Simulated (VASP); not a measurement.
Wanted: the native input for a VASP 6.6.1 run.

| Property | Result |
| --- | --- |
| Task | single point |
| Functional | PBEsol |
| Potentials or basis | VASP PAW PBE potentials, release 64 (Sr_sv, Ti_sv, O) |
| Cutoff | 520 eV |
| k mesh | 8 × 8 × 8 |
| Occupations | gaussian, width 0.05 eV |
| Spin | no spin polarisation |
| Dipole correction | no |
| Further INCAR settings | ALGO = Normal; EDIFF = 1e-06; NBANDS = 51 |

The structure of SrTiO3 lies in POSCAR:

```
SrTiO3
1.0
   -2.7440789401      2.7440789401      3.9041848864
    2.7440789401     -2.7440789401      3.9041848864
    2.7440789401      2.7440789401     -3.9041848864
Sr Ti O
2 2 6
Direct
    0.7500000000      0.2500000000      0.5000000000
    0.2500000000      0.7500000000      0.5000000000
    0.0000000000      0.0000000000      0.0000000000
    0.5000000000      0.5000000000      0.0000000000
    0.2500000000      0.2500000000      0.0000000000
    0.7500000000      0.7500000000      0.0000000000
    0.7252818597      0.2252818597      0.9505637194
    0.2252818597      0.2747181403      0.5000000000
    0.2747181403      0.7747181403      0.0494362806
    0.7747181403      0.7252818597      0.5000000000
```

The input as run:

INCAR

```
SYSTEM = SrTiO3
  PREC = Accurate
  ENCUT = 520
  EDIFF = 1E-6
  ISMEAR = 0
  SIGMA = 0.05
  LREAL = .False.
  LASPH = .True.
  NELM = 80
  ALGO = Normal
  ISIF = 2
  LWAVE = .False.
  LCHARG = .True.
  GGA = PS
  LELF = .True.
  LVHAR = .True.
  NBANDS = 51
```

KPOINTS

```
Automatic mesh
0
Gamma
  8 8 8
  0 0 0
```

Potentials or basis: VASP PAW PBE potentials, release 64 (Sr_sv, Ti_sv, O).

Launch:

```bash
$ cat potpaw_PBE.64/Sr_sv/POTCAR potpaw_PBE.64/Ti_sv/POTCAR potpaw_PBE.64/O/POTCAR > POTCAR
$ mpirun -np 1 vasp_std > vasp.out
```

Results of the run:

```json
{"Pressure": "0.6 GPa", "Largest force": "0.008 eV/Å", "Band gap on the k mesh": "1.94 eV, indirect (least direct gap 1.95 eV)"}
```

Caveat: the PAW data sets were made with another functional, which shifts forces and pressure a little.

Wall time 8.4 min on 1 thread of Intel(R) Xeon(R) Platinum 8488C (Sapphire Rapids), with other jobs on the host, peak memory 0.45 GiB.
